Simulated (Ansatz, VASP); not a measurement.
**Mg2Si3N in VASP and in Ansatz**

```xyz
6
Lattice="3.1728 0.0000 0.0000 -1.5864 2.7477 0.0000 0.0000 0.0000 10.3212" Properties=species:S:1:pos:R:3 pbc="T T T"
Mg    1.5864    0.9159    9.2763
Mg    0.0000    1.8318    1.0449
Si    0.0000    1.8318    6.9083
Si    0.0000    0.0000    5.1606
Si    1.5864    0.9159    3.4129
N     0.0000    0.0000    0.0000
```

Alike in both runs: functional PBE; k mesh 5 × 5 × 2; occupations gaussian, width 0.2 eV; no spin polarisation.

Ansatz relaxed the structure, and its values are those at the end. VASP's run is a single point on that final structure, the one shown.

|  | VASP | Ansatz |
| --- | --- | --- |
| version | VASP 6.6.1 | Ansatz 0.2.0 |
| potentials or method | VASP PAW PBE potentials, release 64 (Mg, Si, N), cutoff 600 eV | scalar-relativistic, plane waves, PAW |
| valence electrons in the cell | 21 | 37 |

Ansatz gave:

| Property | Result |
| --- | --- |
| gap on the k mesh at the Fermi level (eV) | none |
| pressure (GPa) | 0.0 |
| rms of the force components (eV/Å) | 0.002 |

What did VASP give for the same quantities?

gap on the k mesh at the Fermi level (eV): none; pressure (GPa): -0.2; rms of the force components (eV/Å): 0.009.

A gap of «none» marks a metal or a gap that the smearing closes. The functional is the same, so the differences come from potentials, cutoffs and numerics. VASP's potentials hold 21 valence electrons a cell and Ansatz's 37, so a difference there can come from the potentials and not from the codes.

The k mesh is coarse, so the values compare programs but aren't converged.
